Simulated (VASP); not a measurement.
# SnO (P4/nmm) in VASP: further runs

Runs on SnO. Level: PBEsol. Tasks: single point.

Program: VASP 6.6.1. These are calculated values, not measurements. Logs are shortened: lines on timing, memory, paths and dates and some standing lists are left out, and cuts for length are marked.

## 1. The cell of the first run

The structure is tetragonal, space group P4/nmm (No. 129). Conventional cell: a = 3.799 Å, b = 3.799 Å, c = 4.841 Å, α = 90.00°, β = 90.00°, γ = 90.00°. Within 2.9 Å of Sn (site symmetry 4mm) lie 4 O at 2.22 Å. O (site symmetry -4m2) has 4 Sn at 2.22 Å and 4 O at 2.69 Å within 2.9 Å.

## 2. Single point, PBEsol

Input file INCAR:

```
PREC = Accurate
ENCUT = 910
EDIFF = 1E-6
ISMEAR = 0
SIGMA = 0.01
LREAL = F
LASPH = T
NELM = 120
ALGO = Normal
ISIF = 2
LWAVE = F
LCHARG = F
GGA = PS
NBANDS = 28
GGA_COMPAT = F
```

Input file KPOINTS:

```
Automatic mesh
0
Gamma
  3 3 2
```

Input file POSCAR:

```
SnO
1.0
    3.7986000000      0.0000000000      0.0000000000
    0.0000000000      3.7986000000      0.0000000000
    0.0000000000      0.0000000000      4.8408000000
Sn O
2 2
Direct
    0.5000000000      0.0000000000      0.2369000000
    0.0000000000      0.5000000000      0.7631000000
    0.0000000000      0.0000000000      0.0000000000
    0.5000000000      0.5000000000      0.0000000000
```

Potentials or basis: VASP PAW PBE potentials, release 64 (Sn_d, O_h).

Command:

```bash
$ cat potpaw_PBE.64/Sn_d/POTCAR potpaw_PBE.64/O_h/POTCAR > POTCAR
$ mpirun -np 1 vasp_std > vasp.out
```

OUTCAR:

```text
PREC = Accurate
   ENCUT = 910
   EDIFF = 1E-6
   ISMEAR = 0
   LREAL = F
   LASPH = T
   NELM = 120
   ISIF = 2
   GGA = PS

 ion  position               nearest neighbor table
   1  0.500  0.000  0.237-   3 2.22   4 2.22   4 2.22   3 2.22   2 3.53   2 3.53   2 3.53   2 3.53
                             2 3.70   2 3.70   2 3.70   2 3.70
   2  0.000  0.500  0.763-   3 2.22   4 2.22   3 2.22   4 2.22   1 3.53   1 3.53   1 3.53   1 3.53
                             1 3.70   1 3.70   1 3.70   1 3.70
   3  0.000  0.000  0.000-   1 2.22   2 2.22   2 2.22   1 2.22
   4  0.500  0.500  0.000-   1 2.22   2 2.22   1 2.22   2 2.22

  LATTYP: Found a simple tetragonal cell.
 ALAT       =     3.7986000000
 C/A-ratio  =     1.2743642395

  Lattice vectors:

 A1 = (   3.7986000000,   0.0000000000,   0.0000000000)
 A2 = (   0.0000000000,   3.7986000000,   0.0000000000)
 A3 = (   0.0000000000,   0.0000000000,   4.8408000000)

Analysis of symmetry for initial positions (statically):
=====================================================================
 Subroutine PRICEL returns:
 Original cell was already a primitive cell.

 Routine SETGRP: Setting up the symmetry group for a
 simple tetragonal supercell.

 Subroutine GETGRP returns: Found 16 space group operations
 (whereof  8 operations were pure point group operations)
 out of a pool of 16 trial point group operations.

The static configuration has the point symmetry D_2d.
 The point group associated with its full space group is D_4h.

Analysis of symmetry for dynamics (positions and initial velocities):
=====================================================================
 Subroutine PRICEL returns:
 Original cell was already a primitive cell.

 Routine SETGRP: Setting up the symmetry group for a
 simple tetragonal supercell.

 Subroutine GETGRP returns: Found 16 space group operations
 (whereof  8 operations were pure point group operations)
 out of a pool of 16 trial point group operations.

The dynamic configuration has the point symmetry D_2d.
 The point group associated with its full space group is D_4h.

 Subroutine INISYM returns: Found 16 space group operations
 (whereof  8 operations are pure point group operations),
 and found     1 'primitive' translations

----------------------------------------------------------------------------------------

                                     Primitive cell

  volume of cell :      69.8497

  direct lattice vectors                    reciprocal lattice vectors
     3.798600000  0.000000000  0.000000000     0.263254883  0.000000000  0.000000000
     0.000000000  3.798600000  0.000000000     0.000000000  0.263254883  0.000000000
     0.000000000  0.000000000  4.840800000     0.000000000  0.000000000  0.206577425

  length of vectors
     3.798600000  3.798600000  4.840800000     0.263254883  0.263254883  0.206577425

  position of ions in fractional coordinates (direct lattice)
     0.500000000  0.000000000  0.236900000
     0.000000000  0.500000000  0.763100000
     0.000000000  0.000000000  0.000000000
     0.500000000  0.500000000  0.000000000

  ion indices of the primitive-cell ions
   primitive index   ion index
                 1           1
                 2           2
                 3           3
                 4           4

----------------------------------------------------------------------------------------

 KPOINTS: Automatic mesh

Automatic generation of k-mesh.
 Grid dimensions read from file:
 generate k-points for:    3    3    2

 Generating k-lattice:

  Cartesian coordinates                     Fractional coordinates (reciprocal lattice)
     0.087751628  0.000000000  0.000000000     0.333333333  0.000000000  0.000000000
     0.000000000  0.087751628  0.000000000     0.000000000  0.333333333  0.000000000
     0.000000000  0.000000000  0.103288713     0.000000000  0.000000000  0.500000000

  Length of vectors
     0.087751628  0.087751628  0.103288713

  Shift w.r.t. Gamma in fractional coordinates (k-lattice)
     0.000000000  0.000000000  0.000000000

 Subroutine IBZKPT returns following result:
 ===========================================

 Found      6 irreducible k-points:

 Following reciprocal coordinates:
            Coordinates               Weight
  0.000000  0.000000  0.000000      1.000000
  0.333333  0.000000  0.000000      4.000000
  0.333333  0.333333  0.000000      4.000000
  0.000000  0.000000  0.500000      1.000000
  0.333333  0.000000  0.500000      4.000000
  0.333333  0.333333  0.500000      4.000000
   k-points           NKPTS =      6   k-points in BZ     NKDIM =      6   number of bands    NBANDS=     28
   number of dos      NEDOS =    301   number of ions     NIONS =      4
   total plane-waves  NPLWV =  76800
   dimension x,y,z NGX =    40 NGY =   40 NGZ =   48
   dimension x,y,z NGXF=    80 NGYF=   80 NGZF=   96
   ions per type =               2   2
   NGX,Y,Z   is equivalent  to a cutoff of  17.51, 17.51, 16.48 a.u.
   NGXF,Y,Z  is equivalent  to a cutoff of  35.01, 35.01, 32.97 a.u.
 SYSTEM =  unknown system
   PREC   = accura    normal or accurate (medium, high low for compatibility)
   ISTART =      0    job   : 0-new  1-cont  2-samecut
   ICHARG =      2    charge: 1-file 2-atom 10-const
   ISPIN  =      1    spin polarized calculation?
   LNONCOLLINEAR =      F non collinear calculations
   LSORBIT =      F    spin-orbit coupling
   LASPH  =      T    aspherical Exc in radial PAW
   ENCUT  =  910.0 eV  66.88 Ry    8.18 a.u.   9.34  9.34 11.91*2*pi/ulx,y,z
   NELM   =    120;   NELMIN=  2; NELMDL= -5     # of ELM steps
   EDIFF  = 0.1E-05   stopping-criterion for ELM
   LREAL  =      F    real-space projection
   EDIFFG = 0.1E-04   stopping-criterion for IOM
   NSW    =      0    number of steps for IOM
   IBRION =     -1    ionic relax: 0-MD 1-quasi-New 2-CG
   NFREE  =      0    steps in history (QN), initial steepest desc. (CG)
   ISIF   =      2    stress and relaxation
   ISYM   =      2    0-nonsym 1-usesym 2-fastsym
   POTIM  = 0.5000    time-step for ionic-motion
   TEBEG  =    0.0;   TEEND  =   0.0 temperature during run
   PSTRESS=    0.0 pullay stress
   NELECT =      40.0000    total number of electrons
   NUPDOWN=      -1.0000    fix difference up-down
   EMIN   =  10.00;   EMAX   =-10.00  energy-range for DOS
   EFERMI =   0.00;   METHOD = LEGACY
   ISMEAR =     0;   SIGMA  =   0.01  broadening in eV -4-tet -1-fermi 0-gaus
   EFERMI_NEDOS =   21; number of points for ismear=-14 and -15
   IALGO  =     38    algorithm
   IMIX   =      4    mixing-type and parameters
     AMIX     =   0.40;   BMIX     =  1.00
     AMIX_MAG =   1.60;   BMIX_MAG =  1.00
  volume/ion in A,a.u.               =      17.46       117.84
  Fermi-wavevector in a.u.,A,eV,Ry     =   1.359482  2.569048 25.146163  1.848191
  Thomas-Fermi vector in A             =   2.486226
   LORBIT       =      0    0 simple, 1 ext, 2 COOP (PROOUT), +10 PAW based schemes
   GGA     = PS    functional components
   LHFCALC =     F    Hartree Fock is set to
   AEXX    =    0.0000 exact exchange contribution
   IVDW    =     0    specifies the selected vdW correction
   LEPSILON=     F    determine dielectric tensor
   LRPA    =     F    only Hartree local field effects (RPA)
 non-spin polarized calculation
 Gauss-broadening in eV      SIGMA  =   0.01
  energy-cutoff  :      910.00
  volume of cell :       69.85
 maximum number of plane-waves:      4392
 NGX is ok and might be reduce to    40
   NGX = 19   NGY = 19   NGZ = 23

 number of electron      39.9999998 magnetization

 Free energy of the ion-electron system (eV)
  ---------------------------------------------------
  ext. energy  EPLUGINS =         0.00000000
  ---------------------------------------------------
  free energy    TOTEN  =       -24.22674084 eV

  energy without entropy =      -24.22674084  energy(sigma->0) =      -24.22674084

 E-fermi :   7.3350     XC(G=0): -10.4995

 val. band max:        7.2744292226   @ k =   0.0000   0.0000   0.0000
 cond. band min:       8.3198515524   @ k =   0.3333   0.3333   0.0000
 fundamental gap:      1.0454223299
 Fermi energy:         7.3350269680

 k-point     1 :       0.0000    0.0000    0.0000
  band No.  band energies     occupation
      1     -14.6612      2.00000
      2     -14.1902      2.00000
      3     -14.1902      2.00000
      4     -14.1895      2.00000
      5     -14.1406      2.00000
      6     -14.1321      2.00000
[... 20 lines left out ...]
     27      14.0158      0.00000
     28      14.3892      0.00000

 k-point     2 :       0.3333    0.0000    0.0000
  band No.  band energies     occupation
      1     -14.6049      2.00000
      2     -14.3933      2.00000
      3     -14.1681      2.00000
      4     -14.1679      2.00000
      5     -14.1491      2.00000
      6     -14.1480      2.00000
[... 20 lines left out ...]
     27      14.7968      0.00000
     28      17.4853      0.00000

 k-point     3 :       0.3333    0.3333    0.0000
  band No.  band energies     occupation
      1     -14.6067      2.00000
      2     -14.5202      2.00000
      3     -14.1610      2.00000
      4     -14.1546      2.00000
      5     -14.1515      2.00000
      6     -14.1395      2.00000
[... 20 lines left out ...]
     27      14.2326      0.00000
     28      15.4658      0.00000

 k-point     4 :       0.0000    0.0000    0.5000
  band No.  band energies     occupation
      1     -14.6443      2.00000
      2     -14.2068      2.00000
      3     -14.1575      2.00000
      4     -14.1575      2.00000
      5     -14.1239      2.00000
      6     -14.1086      2.00000
[... 20 lines left out ...]
     27      15.4231      0.00000
     28      15.4231      0.00000

 k-point     5 :       0.3333    0.0000    0.5000
  band No.  band energies     occupation
      1     -14.6062      2.00000
      2     -14.4209      2.00000
      3     -14.1838      2.00000
      4     -14.1713      2.00000
      5     -14.1510      2.00000
      6     -14.1493      2.00000
[... 20 lines left out ...]
     27      15.6114      0.00000
     28      17.3117      0.00000

 k-point     6 :       0.3333    0.3333    0.5000
  band No.  band energies     occupation
      1     -14.5930      2.00000
      2     -14.5107      2.00000
      3     -14.1670      2.00000
      4     -14.1465      2.00000
      5     -14.1420      2.00000
      6     -14.1379      2.00000
[... 20 lines left out ...]
     27      17.0535      0.00000
     28      17.3699      0.00000

------------------------ aborting loop because EDIFF is reached ----------------------------------------

  FORCE on cell =-STRESS in cart. coord.  units (eV):
  Direction    XX          YY          ZZ          XY          YZ          ZX
  --------------------------------------------------------------------------------------
  -------------------------------------------------------------------------------------
  Total        0.4058094      0.4058094     -0.1389784      0.0000000      0.0000000      0.0000000
  in kB        9.3082584      9.3082584     -3.1878188      0.0000000      0.0000000      0.0000000
  external PRESSURE =       5.1428993 kB  Pullay stress =       0.0000000 kB

 VOLUME and BASIS-vectors are now :
 -----------------------------------------------------------------------------
  energy-cutoff  :      910.00
  volume of cell :       69.85
      direct lattice vectors                 reciprocal lattice vectors
     3.798600000  0.000000000  0.000000000     0.263254883  0.000000000  0.000000000
     0.000000000  3.798600000  0.000000000     0.000000000  0.263254883  0.000000000
     0.000000000  0.000000000  4.840800000     0.000000000  0.000000000  0.206577425

 POSITION                                       TOTAL-FORCE (eV/Angst)
 -----------------------------------------------------------------------------------
      1.89930      0.00000      1.14679         0.000000      0.000000      0.325000
      0.00000      1.89930      3.69401         0.000000      0.000000     -0.325000
      0.00000      0.00000      0.00000         0.000000     -0.000000     -0.000000
      1.89930      1.89930      0.00000         0.000000      0.000000     -0.000000
 -----------------------------------------------------------------------------------
    total drift:                               -0.000000      0.000000      0.000000

  FREE ENERGIE OF THE ION-ELECTRON SYSTEM (eV)
  ---------------------------------------------------
  free  energy   TOTEN  =       -24.2267408402 eV

  energy  without entropy=      -24.2267408402  energy(sigma->0) =      -24.22674084
```

It took 25 s on 1 thread of Intel Xeon Platinum 8259CL at 2.50GHz (Skylake/Cascade Lake), shared host; peak memory 0.26 GiB.

What came out:

```yaml
Free_energy: -24.2267 eV
Pressure: 0.5 GPa
Largest_force: 0.325 eV/Å
Band_gap_on_the_k_mesh: 1.05 eV (least direct gap 2.04 eV)
```

Forces in eV/Å, atoms in the order of the input:
```
Sn   0.000  0.000  0.325
Sn   0.000  0.000 -0.325
O    0.000  0.000  0.000
O    0.000  0.000  0.000
```

Caveat: the k points lie up to 0.65 Å⁻¹ apart; the PAW data sets were made with another functional, which shifts forces and pressure a little; spin-orbit coupling is left out, which moves the levels of the heavy elements.

## 3. Single point, PBEsol

Input file INCAR:

```
SYSTEM = SnO
PREC = Accurate ; ENCUT = 910
EDIFF = 1E-6 ; ISMEAR = 0
SIGMA = 0.01 ; LREAL = .FALSE.
LASPH = .TRUE. ; NELM = 120
ALGO = Normal ; ISIF = 2
LWAVE = .FALSE. ; LCHARG = .FALSE.
GGA = PS ; NBANDS = 28
GGA_COMPAT = .FALSE.
```

Input file KPOINTS:

```
Automatic mesh
0
G
  4 4 3
  0 0 0
```

POSCAR is that of step 2.

Potentials or basis: VASP PAW PBE potentials, release 64 (Sn_d, O_h).

Command:

```bash
$ cat potpaw_PBE.64/Sn_d/POTCAR potpaw_PBE.64/O_h/POTCAR > POTCAR
$ mpirun -np 1 vasp_std > vasp.out
```

Wall time 32 s (1 thread of Intel Xeon Platinum 8375C at 2.90GHz (Ice Lake), shared host); peak memory 0.28 GiB.

It converged, with:

| Item | Value |
| --- | --- |
| Free energy | -24.2119 eV |
| Pressure | 0.7 GPa |
| Largest force | 0.285 eV/Å |
| Band gap on the k mesh | 0.05 eV (least direct gap 1.92 eV) |

Forces on the atoms (eV/Å):
```
Sn   0.000  0.000  0.285
Sn   0.000  0.000 -0.285
O    0.000  0.000  0.000
O    0.000  0.000  0.000
```

Stress tensor (GPa, compression positive):
```
0.89 0.00 0.00
0.00 0.89 0.00
0.00 0.00 0.43
```

Levels at points of the mesh, in eV from the valence-band top:
| k point | band 17 | band 18 | band 19 | band 20 | band 21 | band 22 | band 23 | band 24 |
| --- | --- | --- | --- | --- | --- | --- | --- | --- |
| (0.00, 0.00, 0.00) | -3.54 | -3.24 | -3.24 | 0.00 | 2.04 | 4.24 | 4.71 | 4.71 |
| (0.50, 0.00, 0.00) | -4.95 | -4.95 | -2.72 | -2.72 | 3.16 | 3.16 | 5.92 | 5.92 |
| (0.50, 0.50, 0.00) | -2.56 | -2.56 | -1.87 | -1.87 | 0.05 | 0.05 | 4.38 | 4.38 |

Caveat: the k points lie up to 0.43 Å⁻¹ apart; semilocal functionals underestimate gaps, and a narrow one can read as zero; the PAW data sets were made with another functional, which shifts forces and pressure a little; spin-orbit coupling is left out, which moves the levels of the heavy elements.
